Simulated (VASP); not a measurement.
Write the native input for VASP 6.6.1 that does the following.

- Task: single point
- Functional: PBEsol
- Potentials or basis: VASP PAW PBE potentials, release 64 (Al, As)
- Cutoff: 500 eV
- k mesh: 6 × 6 × 6
- Occupations: gaussian, width 0.1 eV
- Spin: no spin polarisation
- Dipole correction: no
- Further INCAR settings: ALGO = Normal; EDIFF = 1e-06; NBANDS = 11

The structure of AlAs (b) lies in POSCAR:

```
AlAs
1.0
    0.0000000000      2.8379008000      2.8379008000
    2.8379008000      0.0000000000      2.8379008000
    2.8379008000      2.8379008000      0.0000000000
Al As
1 1
Direct
    0.0000000000      0.0000000000      0.0000000000
    0.2500000000      0.2500000000      0.2500000000
```

The input as run:

INCAR

```
PREC     = Accurate       # precision mode
ENCUT    = 500            # plane-wave cutoff, eV
EDIFF    = 1E-6           # SCF threshold, eV
ISMEAR   = 0              # smearing method
SIGMA    = 0.1            # smearing width, eV
LREAL    = False          # projectors in reciprocal space
LASPH    = True           # aspherical terms in the spheres
NELM     = 120            # most SCF steps
ALGO     = Normal         # electronic algorithm
ISIF     = 2              # what is computed and relaxed
LWAVE    = False          # write WAVECAR
LCHARG   = False          # write CHGCAR
GGA      = PS             # functional
NBANDS   = 11             # bands
GGA_COMPAT= False
```

KPOINTS

```
Automatic mesh
0
Gamma
  6 6 6
```

Potentials or basis: VASP PAW PBE potentials, release 64 (Al, As).

Launch:

```sh
$ cat potpaw_PBE.64/Al/POTCAR potpaw_PBE.64/As/POTCAR > POTCAR
$ mpirun -np 1 vasp_std > vasp.out
```

Results of the run:

```
Pressure               : 0.2 GPa
Band gap on the k mesh : 1.33 eV, indirect (least direct gap 1.92 eV)
```

Caveat: the PAW data sets were made with another functional, which shifts forces and pressure a little.

It took 12 s on 1 thread of Intel Xeon 6975P-C (shared host), peak memory 0.16 GiB.
